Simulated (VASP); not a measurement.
**Ta: single point with PBE**

The system is Ta.

```
Ta
1.0
    -1.47120    1.47120    2.08027
     1.47120   -1.47120    2.08027
     1.47120    1.47120   -2.08027
Ta
1
Direct
  0.00000 0.00000 0.00000
```

This cell differs from its parent crystal: ratio of the length along z to the lengths across it x 1.414, volume and fractional coordinates fixed.

* Program: VASP 6.6.1
* Task: single point
* Functional: PBE
* Potentials or basis: VASP PAW PBE potentials, release 64 (Ta_pv)
* Cutoff: 520 eV
* k mesh: 22 × 22 × 22
* Occupations: gaussian, width 0.15 eV
* Spin: no spin polarisation
* Dipole correction: no
* Further INCAR settings: ALGO = Fast; EDIFF = 1e-07; NBANDS = 12

```json
{
 "Pressure": "9.3 GPa"
}
```

Levels at points of the mesh, in eV from the Fermi level:
```csv
k point,band 1,band 2,band 3,band 4,band 5,band 6,band 7,band 8,band 9,band 10
"(0.00, 0.00, 0.00)",-33.48,-33.48,-33.48,-8.32,0.42,0.42,0.42,3.59,3.60,12.57
"(0.50, 0.00, 0.00)",-34.65,-33.64,-33.64,-4.80,0.18,0.18,0.81,6.07,6.07,10.60
"(0.50, 0.50, 0.00)",-34.57,-33.90,-33.90,-4.64,-3.56,3.12,6.06,6.81,6.81,11.44
"(0.50, 0.50, 0.50)",-34.57,-33.90,-33.90,-4.64,-3.56,3.13,6.06,6.81,6.81,11.44
```

It took 100 s on 1 thread of Intel Xeon 6975P-C, with other jobs on the host, peak memory 0.3 GiB.

Caveat: spin-orbit coupling is left out, which moves the levels of the heavy elements.
